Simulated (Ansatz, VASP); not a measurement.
# SrO: VASP beside Ansatz

File INCAR:

```
  PREC = Accurate
  ENCUT = 520
  EDIFF = 1E-7
  ISMEAR = 0
  SIGMA = 0.05
  LREAL = F
  LASPH = T
  NELM = 100
  ALGO = Normal
  ISIF = 2
  LWAVE = F
  LCHARG = F
  GGA = PE
  NBANDS = 15
```

KPOINTS

```
regular mesh
0
Gamma
  12 12 12
```

Contents of POSCAR:

```
SrO
1.0
   -0.0087273865      2.6128356489      2.6264866815
    2.5965199021      0.0046377357      2.6131215594
    2.5871003768      2.5900510015      0.0140572610
Sr O
1 1
Direct
    0.5131655247      0.5156881426      0.4881201427
   -0.0131655247     -0.0156881426      0.0118798573
```

Input for Ansatz:

```yaml
crystal:
  lattice:
    - [-0.0087273865, 2.6128356489, 2.6264866815]
    - [2.5965199021, 0.0046377357, 2.6131215594]
    - [2.5871003768, 2.5900510015, 0.014057261]
  atoms:
    - { symbol: Sr, position: [0.5131655247, 0.5156881426, 0.4881201427] }
    - { symbol: O, position: [-0.0131655247, -0.0156881426, 0.0118798573] }
basis:
  ecutwfc: 420
  ecutrho_ratio: 4
kpoints:
  mp_grid: { grid: [12, 12, 12] }
hamiltonian:
  xc: pbe
scf:
  occupations: { method: gaussian, width: 0.05 }
output:
  forces: true
  stress: true
  eigenvalues: true
```

Change from the starting cell: all atoms moved at random (sigma 0.1 Å), cell strained at random (1 %).

Alike in both runs: task single point; functional PBE; k mesh 12 × 12 × 12; occupations gaussian, width 0.05 eV; no spin polarisation.

```csv
,VASP,Ansatz
version,VASP 6.6.1,Ansatz 0.2.0
potentials or method,"VASP PAW PBE potentials, release 64 (Sr_sv, O), cutoff 520 eV","scalar-relativistic, plane waves, PAW"
valence electrons in the cell,16,16
```

```tsv
	VASP	Ansatz	Ansatz less VASP
gap on the k mesh at the Fermi level (eV)	3.35	3.39	+0.044
least direct gap on the mesh (eV)	3.41	3.45	+0.035
pressure (GPa)	0.5	0.0	-0.52
traceless stress, the component that is largest in VASP (GPa)	0.99	0.93	-0.061
rms of the force components (eV/Å)	0.177	0.165	-0.0115
```

Atom by atom the forces differ by 0.011 eV/Å (rms over components).
